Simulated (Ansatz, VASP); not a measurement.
**Os: VASP beside Ansatz**

File INCAR:

```
SYSTEM = Os
PREC     = Accurate       ! precision mode
ENCUT    = 520            ! plane-wave cutoff, eV
EDIFF    = 1E-6           ! SCF threshold, eV
ISMEAR   = -1             ! smearing method
SIGMA    = 0.1            ! smearing width, eV
LREAL    = .False.        ! projectors in reciprocal space
LASPH    = .True.         ! aspherical terms in the spheres
NELM     = 80             ! most SCF steps
ALGO     = Normal         ! electronic algorithm
ISIF     = 2              ! what is computed and relaxed
LWAVE    = .False.        ! write WAVECAR
LCHARG   = .False.        ! write CHGCAR
GGA      = PE             ! functional
NBANDS   = 10             ! bands
```

The input KPOINTS:

```
Automatic mesh
0
Gamma
  16 16 16
  0 0 0
```

Contents of POSCAR:

```
Os
1.0
   -1.5254283476      1.5254283476      1.5254283476
    1.5254283476     -1.5254283476      1.5254283476
    1.5254283476      1.5254283476     -1.5254283476
Os
1
Direct
    0.0000000000      0.0000000000      0.0000000000
```

Input for Ansatz:

```yaml
crystal:
  lattice:
    - [-1.5254283476, 1.5254283476, 1.5254283476]
    - [1.5254283476, -1.5254283476, 1.5254283476]
    - [1.5254283476, 1.5254283476, -1.5254283476]
  atoms:
    - { symbol: Os, position: [0.0, 0.0, 0.0] }
hamiltonian:
  xc: pbe
  pseudopotentials:
    kind: paw
    azcp:
      Os: "pseudopotentials/Os.paw.azcp"
basis:
  ecutwfc: 420
  fft_grid_basis: typed
kpoints:
  mp_grid: { grid: [16, 16, 16], shift: [0, 0, 0] }
magnetization:
  spin_polarized: false
scf:
  occupations: { method: fermi_dirac, width: 0.1 }
  lower_state_search: "off"
output:
  stress: true
```

Alike in both runs: task single point; functional PBE; k mesh 16 × 16 × 16; occupations fermi-dirac, width 0.1 eV; no spin polarisation.

|  | VASP | Ansatz |
| --- | --- | --- |
| version | VASP 6.6.1 | Ansatz 0.2.0 |
| potentials or method | VASP PAW PBE potentials, release 64 (Os), cutoff 520 eV | plane waves (420 eV) with PAW, scalar-relativistic |
| valence electrons in the cell | 8 | 16 |

|  | VASP | Ansatz | Ansatz less VASP |
| --- | --- | --- | --- |
| pressure (GPa) | 16.2 | 15.8 | -0.42 |

VASP's potentials hold 8 valence electrons a cell and Ansatz's 16, so a difference there can come from the potentials and not from the codes.

Neither program's run includes spin-orbit coupling.
